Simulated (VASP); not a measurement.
## Si: single point with r2SCAN

Crystal: Si.

```
CELL_PARAMETERS angstrom
2.69096 0.00000 0.00000
-1.34548 2.33044 0.00000
0.00000 0.00000 4.64246
ATOMIC_POSITIONS crystal
Si 0.33333 0.66667 0.25000
Si 0.66667 0.33333 0.75000
```

This isn't the form of Si at room conditions, which is diamond.

| Property | Result |
| --- | --- |
| Program | VASP 6.6.1 |
| Task | single point |
| Functional | r2SCAN |
| Potentials or basis | VASP PAW PBE potentials, release 64 (Si) |
| Cutoff | 520 eV |
| k mesh | 18 × 18 × 10 |
| Occupations | gaussian, width 0.1 eV |
| Spin | no spin polarisation |
| Dipole correction | no |
| Further INCAR settings | ALGO = Normal; EDIFF = 1e-06; NBANDS = 11 |

The pressure is -4.6 GPa. The band gap on the k mesh is zero (bands 4 and 5 overlap by 13.46 eV).

Stress tensor (GPa, compression positive):
```
-4.66  0.00  0.00
 0.00 -4.66  0.00
 0.00  0.00 -4.53
```

Levels at points of the mesh, in eV from the Fermi level:
| k point | band 1 | band 2 | band 3 | band 4 | band 5 | band 6 | band 7 | band 8 | band 9 |
| --- | --- | --- | --- | --- | --- | --- | --- | --- | --- |
| (0.00, 0.00, 0.00) | -15.29 | -8.80 | -7.63 | 9.69 | 9.69 | 10.52 | 10.96 | 10.96 | 11.14 |
| (0.50, 0.00, 0.00) | -8.57 | -7.98 | -2.21 | -1.69 | -1.68 | 0.06 | 4.12 | 6.45 | 9.16 |
| (0.00, 0.00, 0.50) | -13.52 | -13.52 | 0.29 | 0.29 | 11.03 | 11.03 | 11.03 | 11.03 | 12.78 |
| (0.50, 0.00, 0.50) | -6.87 | -6.87 | -6.23 | -6.23 | 5.66 | 5.66 | 5.80 | 5.80 | 7.04 |

Wall time 2.9 min on 1 thread of Intel Xeon 8259CL (shared host), peak memory 0.18 GiB.

Caveat: the cell stands under tension; the PAW data sets were made with another functional, which shifts forces and pressure a little.
